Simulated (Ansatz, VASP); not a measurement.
**BeTe: VASP beside Ansatz**

```
CELL_PARAMETERS angstrom
0.00000 2.68323 2.68323
2.68323 0.00000 2.68323
2.68323 2.68323 0.00000
ATOMIC_POSITIONS crystal
Be 0.00000 0.00000 0.00000
Te 0.50000 0.50000 0.50000
```

Alike in both runs: task single point; functional PBEsol; k mesh 6 × 6 × 6; occupations fermi-dirac, width 0.02 eV; no spin polarisation.

```csv
,VASP,Ansatz
version,VASP 6.6.1,Ansatz 0.2.0
potentials or method,"VASP PAW PBE potentials, release 64 (Be, Te)",plane waves
plane-wave cutoff (eV),600,420
valence electrons in the cell,8,18
```

Ansatz gave:

| Item | Value |
| --- | --- |
| pressure (GPa) | -2.5 |

**Question.** Estimate VASP's values.

**Answer.** Pressure (GPa): -2.4.

VASP's potentials were made for PBE, not for PBEsol. VASP's potentials hold 8 valence electrons a cell and Ansatz's 18, so a difference there can come from the potentials and not from the codes.

Neither program's run includes spin-orbit coupling.
